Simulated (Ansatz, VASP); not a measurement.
One calculation of ScB2P3, two programs

```
Sc B P
1.0
     5.40910   -3.10109    0.00000
     5.40910    3.10109    0.00000
     0.00000    0.00000    5.35321
Sc B P
2 4 6
Cartesian
  5.4091 1.9638 2.1409
  5.4091 -1.9638 -0.5357
  7.3001 0.9926 0.2203
  3.5181 0.9926 0.2203
  7.3001 -0.9926 2.8969
  3.5181 -0.9926 2.8969
  5.4091 -1.6120 2.2439
  7.6513 0.7970 2.1643
  3.1669 0.7970 2.1643
  5.4091 1.6120 4.9205
  7.6513 -0.7970 4.8409
  3.1669 -0.7970 4.8409
```

Alike in both runs: functional PBE; k mesh 3 × 3 × 3; occupations gaussian, width 0.2 eV; no spin polarisation.

Ansatz relaxed the structure, and its values are those at the end. VASP's run is a single point on that final structure, the one shown.

|  | VASP | Ansatz |
| --- | --- | --- |
| version | VASP 6.6.1 | Ansatz 0.2.0 |
| potentials or method | VASP PAW PBE potentials, release 64 (Sc_sv, B, P), cutoff 520 eV | scalar-relativistic, plane waves, PAW |
| valence electrons in the cell | 64 | 64 |

|  | VASP | Ansatz | Ansatz less VASP |
| --- | --- | --- | --- |
| gap on the k mesh at the Fermi level (eV) | 0.16 | 0.16 | -0.001 |
| least direct gap on the mesh (eV) | 0.16 | 0.16 | -0.001 |
| pressure (GPa) | 0.0 | 0.1 | +0.04 |
| rms of the force components (eV/Å) | 0.022 | 0.021 | -0.0012 |
